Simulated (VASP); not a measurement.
# Eu (Fm-3m) in VASP: further runs

Eu is run at these levels: PBE; tasks: single point.

Program: VASP 6.6.1. These are calculated values, not measurements. Logs are shortened: lines on timing, memory, paths and dates and some standing lists are left out, and cuts for length are marked.

## 1. The cell of the first run

The structure is cubic, space group Fm-3m (No. 225). The conventional cell has a = 5.579 Å, b = 5.579 Å, c = 5.579 Å, α = 90.00°, β = 90.00°, γ = 90.00°. Within 5.2 Å of Eu (site symmetry m-3m) lie 12 Eu at 3.94 Å.

## 2. Single point, PBE, collinear spin, ferromagnetic start

The input, INCAR:

```
ALGO = Normal
EDIFF = 1E-7
ENCUT = 520
GGA = PE
ISIF = 2
ISMEAR = -1
ISPIN = 2
LASPH = True
LCHARG = False
LMAXMIX = 6
LORBIT = 11
LREAL = False
LWAVE = False
MAGMOM = 7
NBANDS = 18
NELM = 150
PREC = Accurate
SIGMA = 0.05
```

The input, KPOINTS:

```
k-points
0
Gamma
  7 7 7
```

The input, POSCAR:

```
Eu
1.0
    0.0000000000      2.7893026914      2.7893026914
    2.7893026914      0.0000000000      2.7893026914
    2.7893026914      2.7893026914      0.0000000000
Eu
1
Direct
    0.0000000000      0.0000000000      0.0000000000
```

Potentials or basis: VASP PAW PBE potentials, release 64 (Eu).

Launch:

```bash
$ cat potpaw_PBE.64/Eu/POTCAR > POTCAR
$ mpirun -np 1 vasp_std > vasp.out
```

OUTCAR:

```text
EDIFF = 1E-7
   ENCUT = 520
   GGA = PE
   ISIF = 2
   ISMEAR = -1
   ISPIN = 2
   LASPH = True
   LORBIT = 11
   LREAL = False
   NELM = 150
   PREC = Accurate

 ion  position               nearest neighbor table
   1  0.000  0.000  0.000-

  LATTYP: Found a face centered cubic cell.
 ALAT       =     5.5786053828

  Lattice vectors:

 A1 = (   0.0000000000,   2.7893026914,   2.7893026914)
 A2 = (   2.7893026914,   0.0000000000,   2.7893026914)
 A3 = (   2.7893026914,   2.7893026914,   0.0000000000)

Analysis of symmetry for initial positions (statically):
=====================================================================
 Subroutine PRICEL returns:
 Original cell was already a primitive cell.

 Routine SETGRP: Setting up the symmetry group for a
 face centered cubic supercell.

 Subroutine GETGRP returns: Found 48 space group operations
 (whereof 48 operations were pure point group operations)
 out of a pool of 48 trial point group operations.

The static configuration has the point symmetry O_h .

Analysis of symmetry for dynamics (positions and initial velocities):
=====================================================================
 Subroutine PRICEL returns:
 Original cell was already a primitive cell.

 Routine SETGRP: Setting up the symmetry group for a
 face centered cubic supercell.

 Subroutine GETGRP returns: Found 48 space group operations
 (whereof 48 operations were pure point group operations)
 out of a pool of 48 trial point group operations.

The dynamic configuration has the point symmetry O_h .

Analysis of structural, dynamic, and magnetic symmetry:
=====================================================================
 Subroutine PRICEL returns:
 Original cell was already a primitive cell.

 Routine SETGRP: Setting up the symmetry group for a
 face centered cubic supercell.

 Subroutine GETGRP returns: Found 48 space group operations
 (whereof 48 operations were pure point group operations)
 out of a pool of 48 trial point group operations.

The overall configuration has the point symmetry O_h .

 Subroutine INISYM returns: Found 48 space group operations
 (whereof 48 operations are pure point group operations),
 and found     1 'primitive' translations

----------------------------------------------------------------------------------------

                                     Primitive cell

[... 98 lines left out ...]
   ISMEAR =    -1;   SIGMA  =   0.05  broadening in eV -4-tet -1-fermi 0-gaus
   EFERMI_NEDOS =   21; number of points for ismear=-14 and -15
   IALGO  =     38    algorithm
   IMIX   =      4    mixing-type and parameters
     AMIX     =   0.40;   BMIX     =  1.00
     AMIX_MAG =   1.60;   BMIX_MAG =  1.00
  volume/ion in A,a.u.               =      43.40       292.90
  Fermi-wavevector in a.u.,A,eV,Ry     =   1.197803  2.263520 19.520723  1.434733
  Thomas-Fermi vector in A             =   2.333709
   LORBIT       =     11    0 simple, 1 ext, 2 COOP (PROOUT), +10 PAW based schemes
   GGA     = PE    functional components
   LHFCALC =     F    Hartree Fock is set to
   AEXX    =    0.0000 exact exchange contribution
   IVDW    =     0    specifies the selected vdW correction
   LEPSILON=     F    determine dielectric tensor
   LRPA    =     F    only Hartree local field effects (RPA)
 spin polarized calculation
  energy-cutoff  :      520.00
  volume of cell :       43.40
 maximum number of plane-waves:      1211
 NGX is ok and might be reduce to    30
   NGX = 15   NGY = 15   NGZ = 15

 number of electron      17.0000004 magnetization       7.5684768

 Free energy of the ion-electron system (eV)
  ---------------------------------------------------
  ext. energy  EPLUGINS =         0.00000000
  ---------------------------------------------------
  free energy    TOTEN  =       -11.45770985 eV

  energy without entropy =      -11.44188375  energy(sigma->0) =      -11.44979680

 E-fermi :   1.9475     XC(G=0):  -8.6799

 val. band max:        1.9103474077   @ k =   0.4286   0.2857   0.0000
 cond. band min:       1.9594898140   @ k =  -0.2857   0.4286   0.1429
 fundamental gap:      0.0491424063
 Fermi energy:         1.9475124131

 spin component 1

 k-point     1 :       0.0000    0.0000    0.0000
  band No.  band energies     occupation
      1     -39.6795      1.00000
      2     -18.2617      1.00000
      3     -18.2617      1.00000
      4     -18.2617      1.00000
      5      -2.4517      1.00000
      6       1.3824      0.99999
[... 396 lines left out ...]
      4     -18.3914      1.00000
      5       1.2421      1.00000
      6       1.4033      0.99998
[... 10 lines left out ...]
     17       7.3268      0.00000
     18       8.9060      0.00000
 Fermi energy:         1.9475124131

 spin component 2

 k-point     1 :       0.0000    0.0000    0.0000
  band No.  band energies     occupation
      1     -36.5126      1.00000
      2     -15.8817      1.00000
      3     -15.8817      1.00000
      4     -15.8817      1.00000
      5      -1.4393      1.00000
      6       4.8710      0.00000
[... 397 lines left out ...]
      5       2.3175      0.00061
      6       2.9547      0.00000
[... 10 lines left out ...]
     17       8.7703      0.00000
     18      10.3365      0.00000

------------------------ aborting loop because EDIFF is reached ----------------------------------------

  FORCE on cell =-STRESS in cart. coord.  units (eV):
  Direction    XX          YY          ZZ          XY          YZ          ZX
  --------------------------------------------------------------------------------------
  -------------------------------------------------------------------------------------
  Total       -0.2960875     -0.2960875     -0.2960875     -0.0000000      0.0000000     -0.0000000
  in kB      -10.9298363    -10.9298363    -10.9298363     -0.0000000      0.0000000     -0.0000000
  external PRESSURE =     -10.9298363 kB  Pullay stress =       0.0000000 kB

 VOLUME and BASIS-vectors are now :
 -----------------------------------------------------------------------------
  energy-cutoff  :      520.00
  volume of cell :       43.40
      direct lattice vectors                 reciprocal lattice vectors
     0.000000000  2.789302691  2.789302691    -0.179256271  0.179256271  0.179256271
     2.789302691  0.000000000  2.789302691     0.179256271 -0.179256271  0.179256271
     2.789302691  2.789302691  0.000000000     0.179256271  0.179256271 -0.179256271

 POSITION                                       TOTAL-FORCE (eV/Angst)
 -----------------------------------------------------------------------------------
      0.00000      0.00000      0.00000         0.000000      0.000000      0.000000
 -----------------------------------------------------------------------------------
    total drift:                               -0.000000     -0.000000     -0.000000

  FREE ENERGIE OF THE ION-ELECTRON SYSTEM (eV)
  ---------------------------------------------------
  free  energy   TOTEN  =       -11.4577098478 eV

  energy  without entropy=      -11.4418837464  energy(sigma->0) =      -11.44979680

 total charge

# of ion       s       p       d       f       tot
--------------------------------------------------
    1        2.080   5.708   0.307   6.639  14.735

 magnetization (x)

# of ion       s       p       d       f       tot
--------------------------------------------------
    1        0.001  -0.087   0.191   6.638   6.743
```

stdout:

```text
POSCAR found type information on POSCAR Eu
 POSCAR found :  1 types and       1 ions
 scaLAPACK will be used
 LDA part: xc-table for (Slater+PW92), standard interpolation
 POSCAR, INCAR and KPOINTS ok, starting setup
 FFT: planning ... GRIDC
 FFT: planning ... GRID_SOFT
 FFT: planning ... GRID
 WAVECAR not read
 entering main loop
```

Run time: 61 s. Hardware: 1 thread of AMD EPYC 7R43 (Zen 3), shared host; peak memory 0.17 GiB.

What came out:

```yaml
Free_energy: -11.4577 eV
Pressure: -1.1 GPa
Net_moment: 7.57 μB per cell
Site_moments: Eu +6.74 μB
Valence_electrons_inside_the_program's_atomic_spheres: Eu 14.73
```

Caveat: spin-orbit coupling is left out, which moves the levels of the heavy elements. The state reached can hang on the start; a lower one may exist.

## 3. Single point, PBE, collinear spin, ferromagnetic start

The input, INCAR:

```
PREC = Accurate
ENCUT = 520
EDIFF = 1E-7
ISMEAR = -1
SIGMA = 0.05
LREAL = False
LASPH = True
NELM = 150
ALGO = Normal
ISIF = 2
LWAVE = False
LCHARG = True
ISPIN = 2
MAGMOM = 7.2
LORBIT = 11
LMAXMIX = 6
GGA = PE
LELF = True
LVHAR = True
NBANDS = 18
```

The input, KPOINTS:

```
regular mesh
0
Gamma
  7 7 7
```

POSCAR is that of step 2.

Potentials or basis: VASP PAW PBE potentials, release 64 (Eu).

Launch:

```bash
$ cat potpaw_PBE.64/Eu/POTCAR > POTCAR
$ mpirun -np 1 vasp_std > vasp.out
```

OUTCAR:

```text
PREC = Accurate
   ENCUT = 520
   EDIFF = 1E-7
   ISMEAR = -1
   LREAL = False
   LASPH = True
   NELM = 150
   ISIF = 2
   ISPIN = 2
   LORBIT = 11
   GGA = PE

 ion  position               nearest neighbor table
   1  0.000  0.000  0.000-

  LATTYP: Found a face centered cubic cell.
 ALAT       =     5.5786053828

  Lattice vectors:

 A1 = (   0.0000000000,   2.7893026914,   2.7893026914)
 A2 = (   2.7893026914,   0.0000000000,   2.7893026914)
 A3 = (   2.7893026914,   2.7893026914,   0.0000000000)

Analysis of symmetry for initial positions (statically):
=====================================================================
 Subroutine PRICEL returns:
 Original cell was already a primitive cell.

 Routine SETGRP: Setting up the symmetry group for a
 face centered cubic supercell.

 Subroutine GETGRP returns: Found 48 space group operations
 (whereof 48 operations were pure point group operations)
 out of a pool of 48 trial point group operations.

The static configuration has the point symmetry O_h .

Analysis of symmetry for dynamics (positions and initial velocities):
=====================================================================
 Subroutine PRICEL returns:
 Original cell was already a primitive cell.

 Routine SETGRP: Setting up the symmetry group for a
 face centered cubic supercell.

 Subroutine GETGRP returns: Found 48 space group operations
 (whereof 48 operations were pure point group operations)
 out of a pool of 48 trial point group operations.

The dynamic configuration has the point symmetry O_h .

Analysis of structural, dynamic, and magnetic symmetry:
=====================================================================
 Subroutine PRICEL returns:
 Original cell was already a primitive cell.

 Routine SETGRP: Setting up the symmetry group for a
 face centered cubic supercell.

 Subroutine GETGRP returns: Found 48 space group operations
 (whereof 48 operations were pure point group operations)
 out of a pool of 48 trial point group operations.

The overall configuration has the point symmetry O_h .

 Subroutine INISYM returns: Found 48 space group operations
 (whereof 48 operations are pure point group operations),
 and found     1 'primitive' translations

----------------------------------------------------------------------------------------

                                     Primitive cell

  volume of cell :      43.4027

  direct lattice vectors                    reciprocal lattice vectors
     0.000000000  2.789302691  2.789302691    -0.179256271  0.179256271  0.179256271
     2.789302691  0.000000000  2.789302691     0.179256271 -0.179256271  0.179256271
     2.789302691  2.789302691  0.000000000     0.179256271  0.179256271 -0.179256271

  length of vectors
     3.944669696  3.944669696  3.944669696     0.310480969  0.310480969  0.310480969

  position of ions in fractional coordinates (direct lattice)
     0.000000000  0.000000000  0.000000000

  ion indices of the primitive-cell ions
   primitive index   ion index
                 1           1

[... 50 lines left out ...]
   total plane-waves  NPLWV =  27000
   dimension x,y,z NGX =    30 NGY =   30 NGZ =   30
   dimension x,y,z NGXF=    60 NGYF=   60 NGZF=   60
   ions per type =               1
   NGX,Y,Z   is equivalent  to a cutoff of  12.64, 12.64, 12.64 a.u.
   NGXF,Y,Z  is equivalent  to a cutoff of  25.29, 25.29, 25.29 a.u.
 SYSTEM =  unknown system
   PREC   = accura    normal or accurate (medium, high low for compatibility)
   ISTART =      0    job   : 0-new  1-cont  2-samecut
   ICHARG =      2    charge: 1-file 2-atom 10-const
   ISPIN  =      2    spin polarized calculation?
   LNONCOLLINEAR =      F non collinear calculations
   LSORBIT =      F    spin-orbit coupling
   LASPH  =      T    aspherical Exc in radial PAW
   ENCUT  =  520.0 eV  38.22 Ry    6.18 a.u.   7.33  7.33  7.33*2*pi/ulx,y,z
   NELM   =    150;   NELMIN=  2; NELMDL= -5     # of ELM steps
   EDIFF  = 0.1E-06   stopping-criterion for ELM
   LREAL  =      F    real-space projection
   EDIFFG = 0.1E-05   stopping-criterion for IOM
   NSW    =      0    number of steps for IOM
   IBRION =     -1    ionic relax: 0-MD 1-quasi-New 2-CG
   NFREE  =      0    steps in history (QN), initial steepest desc. (CG)
   ISIF   =      2    stress and relaxation
   ISYM   =      2    0-nonsym 1-usesym 2-fastsym
   POTIM  = 0.5000    time-step for ionic-motion
   TEBEG  =    0.0;   TEEND  =   0.0 temperature during run
   PSTRESS=    0.0 pullay stress
   NELECT =      17.0000    total number of electrons
   NUPDOWN=      -1.0000    fix difference up-down
   EMIN   =  10.00;   EMAX   =-10.00  energy-range for DOS
   EFERMI =   0.00;   METHOD = LEGACY
   ISMEAR =    -1;   SIGMA  =   0.05  broadening in eV -4-tet -1-fermi 0-gaus
   EFERMI_NEDOS =   21; number of points for ismear=-14 and -15
   IALGO  =     38    algorithm
   IMIX   =      4    mixing-type and parameters
     AMIX     =   0.40;   BMIX     =  1.00
     AMIX_MAG =   1.60;   BMIX_MAG =  1.00
  volume/ion in A,a.u.               =      43.40       292.90
  Fermi-wavevector in a.u.,A,eV,Ry     =   1.197803  2.263520 19.520723  1.434733
  Thomas-Fermi vector in A             =   2.333709
   LORBIT       =     11    0 simple, 1 ext, 2 COOP (PROOUT), +10 PAW based schemes
   GGA     = PE    functional components
   LHFCALC =     F    Hartree Fock is set to
   AEXX    =    0.0000 exact exchange contribution
   IVDW    =     0    specifies the selected vdW correction
   LEPSILON=     F    determine dielectric tensor
   LRPA    =     F    only Hartree local field effects (RPA)
 spin polarized calculation
  energy-cutoff  :      520.00
  volume of cell :       43.40
 maximum number of plane-waves:      1211
 NGX is ok and might be reduce to    30
   NGX = 15   NGY = 15   NGZ = 15

 number of electron      17.0000004 magnetization       7.5682540

 Free energy of the ion-electron system (eV)
  ---------------------------------------------------
  ext. energy  EPLUGINS =         0.00000000
  ---------------------------------------------------
  free energy    TOTEN  =       -11.45771003 eV

  energy without entropy =      -11.44188978  energy(sigma->0) =      -11.44979990

 E-fermi :   1.9474     XC(G=0):  -8.6800

 val. band max:        1.9102049257   @ k =   0.4286   0.2857   0.0000
 cond. band min:       1.9593542073   @ k =  -0.2857   0.4286   0.1429
 fundamental gap:      0.0491492816
 Fermi energy:         1.9473645644

 spin component 1

 k-point     1 :       0.0000    0.0000    0.0000
  band No.  band energies     occupation
      1     -39.6798      1.00000
      2     -18.2620      1.00000
      3     -18.2620      1.00000
      4     -18.2620      1.00000
      5      -2.4517      1.00000
      6       1.3821      0.99999
[... 396 lines left out ...]
      4     -18.3917      1.00000
      5       1.2419      1.00000
      6       1.4029      0.99998
[... 10 lines left out ...]
     17       7.3268      0.00000
     18       8.9068      0.00000
 Fermi energy:         1.9473645644

 spin component 2

 k-point     1 :       0.0000    0.0000    0.0000
  band No.  band energies     occupation
      1     -36.5129      1.00000
      2     -15.8821      1.00000
      3     -15.8821      1.00000
      4     -15.8821      1.00000
      5      -1.4394      1.00000
      6       4.8708      0.00000
[... 397 lines left out ...]
      5       2.3174      0.00061
      6       2.9545      0.00000
[... 10 lines left out ...]
     17       8.7701      0.00000
     18      10.3382      0.00000

------------------------ aborting loop because EDIFF is reached ----------------------------------------

  FORCE on cell =-STRESS in cart. coord.  units (eV):
  Direction    XX          YY          ZZ          XY          YZ          ZX
  --------------------------------------------------------------------------------------
  -------------------------------------------------------------------------------------
  Total       -0.2954624     -0.2954624     -0.2954624     -0.0000000      0.0000000      0.0000000
  in kB      -10.9067621    -10.9067621    -10.9067621     -0.0000000      0.0000000      0.0000000
  external PRESSURE =     -10.9067621 kB  Pullay stress =       0.0000000 kB

 VOLUME and BASIS-vectors are now :
 -----------------------------------------------------------------------------
  energy-cutoff  :      520.00
  volume of cell :       43.40
      direct lattice vectors                 reciprocal lattice vectors
     0.000000000  2.789302691  2.789302691    -0.179256271  0.179256271  0.179256271
     2.789302691  0.000000000  2.789302691     0.179256271 -0.179256271  0.179256271
     2.789302691  2.789302691  0.000000000     0.179256271  0.179256271 -0.179256271

 POSITION                                       TOTAL-FORCE (eV/Angst)
 -----------------------------------------------------------------------------------
      0.00000      0.00000      0.00000         0.000000     -0.000000     -0.000000
 -----------------------------------------------------------------------------------
    total drift:                               -0.000000     -0.000000     -0.000000

  FREE ENERGIE OF THE ION-ELECTRON SYSTEM (eV)
  ---------------------------------------------------
  free  energy   TOTEN  =       -11.4577100265 eV

  energy  without entropy=      -11.4418897801  energy(sigma->0) =      -11.44979990

 total charge

# of ion       s       p       d       f       tot
--------------------------------------------------
    1        2.080   5.708   0.307   6.640  14.735

 magnetization (x)

# of ion       s       p       d       f       tot
--------------------------------------------------
    1        0.001  -0.087   0.191   6.638   6.743
```

Run time: 57 s. Hardware: 1 thread of AMD EPYC 7R43 (Zen 3), shared host; peak memory 0.17 GiB.

What came out:

```
Free energy                                           : -11.4577 eV
Pressure                                              : -1.1 GPa
Net moment                                            : 7.57 μB per cell
Site moments                                          : Eu +6.74 μB
Valence electrons inside the program's atomic spheres : Eu 14.73
```

Levels at points of the mesh, in eV from the Fermi level:
Spin up:
| k point | band 10 | band 11 | band 12 | band 13 | band 14 | band 15 |
| --- | --- | --- | --- | --- | --- | --- |
| (0.00, 0.00, 0.00) | -0.35 | -0.35 | -0.35 | 1.74 | 1.74 | 1.74 |
Spin down:
```tsv
k point	band 1	band 2	band 3	band 4	band 5	band 6	band 7	band 8	band 9	band 10
(0.00, 0.00, 0.00)	-38.46	-17.83	-17.83	-17.83	-3.39	2.92	2.92	2.92	3.86	4.21
```

Caveat: spin-orbit coupling is left out, which moves the levels of the heavy elements. The state reached can hang on the start; a lower one may exist.
